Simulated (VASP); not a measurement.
The system is Pd.

```xyz
1
Lattice="0.0000 1.8628 1.8628 1.8628 0.0000 1.8628 1.8628 1.8628 0.0000" Properties=species:S:1:pos:R:3 pbc="T T T"
Pd    0.0000    0.0000    0.0000
```

```yaml
Program: VASP 6.6.1
Task: relaxation of cell and atoms
Functional: PBEsol
Potentials_or_basis: VASP PAW PBE potentials, release 64 (Pd)
Cutoff: 600 eV
k_mesh: 10 × 10 × 10
Occupations: gaussian, width 0.1 eV
Spin: no spin polarisation
```

At the start: pressure 32.6 GPa; volume 12.93 Å³/atom.

Q: How do energy, volume and symmetry change on relaxing?

A: Over 4 steps the energy falls by 142.5 meV/atom and the volume is 14.54 Å³/atom (+12.5 %); space group Fm-3m (No. 225, to 0.05 Å).

Step by step:
```
step  energy change (eV)  largest force (eV/Å)  pressure (GPa)  volume (Å³)
   1              0.0000                0.0000           32.61        12.93
   2              0.2712                0.0000          -25.18        18.50
   3             -0.1416                0.0000           -1.96        14.66
   4             -0.1425                0.0000           -0.44        14.54
```

Final structure:
```cif
data_structure
_symmetry_space_group_name_H-M 'P 1'
_symmetry_Int_Tables_number 1
_cell_length_a 2.7397
_cell_length_b 2.7397
_cell_length_c 2.7397
_cell_angle_alpha 60.000
_cell_angle_beta 60.000
_cell_angle_gamma 60.000
_cell_volume 14.54
loop_
_atom_site_label
_atom_site_type_symbol
_atom_site_fract_x
_atom_site_fract_y
_atom_site_fract_z
_atom_site_occupancy
Pd1 Pd 0.00000 0.00000 0.00000 1
```

Caveat: the PAW data sets were made with another functional, which shifts forces and pressure a little.
